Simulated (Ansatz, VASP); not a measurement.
# Two plane-wave programs on MoSe

The input INCAR:

```
  ALGO = Normal
  EDIFF = 1E-6
  ENCUT = 520
  GGA = PE
  ISIF = 2
  ISMEAR = 0
  ISPIN = 2
  LASPH = T
  LCHARG = F
  LDAU = T
  LDAUJ = 0 0
  LDAUL = 2 -1
  LDAUPRINT = 1
  LDAUTYPE = 2
  LDAUU = 4.38 0
  LMAXMIX = 4
  LORBIT = 11
  LREAL = F
  LWAVE = F
  MAGMOM = 2 0
  NBANDS = 21
  NELM = 150
  PREC = Accurate
  SIGMA = 0.1
```

Contents of KPOINTS:

```
k-points
0
Gamma
  12 12 12
```

POSCAR

```
MoSe
1.0
    0.0000000000      3.2242769268      3.2242769268
    3.2242769268      0.0000000000      3.2242769268
    3.2242769268      3.2242769268      0.0000000000
Mo Se
1 1
Direct
    0.0000000000      0.0000000000      0.0000000000
    0.2500000000      0.2500000000      0.2500000000
```

Input for Ansatz:

```yaml
crystal:
  lattice:
    - [0.0, 3.2242771571, 3.2242771571]
    - [3.2242771571, 0.0, 3.2242771571]
    - [3.2242771571, 3.2242771571, 0.0]
  atoms:
    - { symbol: Mo, position: [0.0, 0.0, 0.0], spin: 2.0 }
    - { symbol: Se, position: [0.25, 0.25, 0.25] }
basis:
  ecutwfc: 420
kpoints:
  mp_grid: { grid: [12, 12, 12] }
hamiltonian:
  xc: pbe
  hubbard: { sites: [{ species: Mo, l: d, u_eff: 4.38 }] }
scf:
  occupations: { method: gaussian, width: 0.1 }
output:
  forces: true
  stress: true
  eigenvalues: true
  populations: true
  write_density: true
  write_potential: true
  elf: true
  volumetric_format: npy
magnetization:
  spin_polarized: true
```

Alike in both runs: task single point; functional PBE; k mesh 12 × 12 × 12; occupations gaussian, width 0.1 eV; collinear spin; Hubbard terms Mo d U = 4.38 eV.

|  | VASP | Ansatz |
| --- | --- | --- |
| version | VASP 6.6.1 | Ansatz 0.2.0 |
| potentials or method | VASP PAW PBE potentials, release 64 (Mo_sv, Se), cutoff 520 eV | scalar-relativistic, plane waves, PAW |
| valence electrons in the cell | 20 | 30 |

```csv
,VASP,Ansatz,Ansatz less VASP
gap on the k mesh at the Fermi level (eV),none,none,-
pressure (GPa),-4.3,-3.4,+0.87
net moment per atom (μB),2.00,2.00,0.000
size of the moment on the site where the two differ most (μB),3.67,3.35,-0.323
```

Site moments also hang on the region over which each program counts them. The programs project onto different local orbitals, so the same U acts differently, and such runs can settle in different states. A gap of «none» marks a metal or a gap that the smearing closes. VASP's potentials hold 20 valence electrons a cell and Ansatz's 30, so a difference there can come from the potentials and not from the codes. Ansatz's warnings: filled band counts differ across k points.
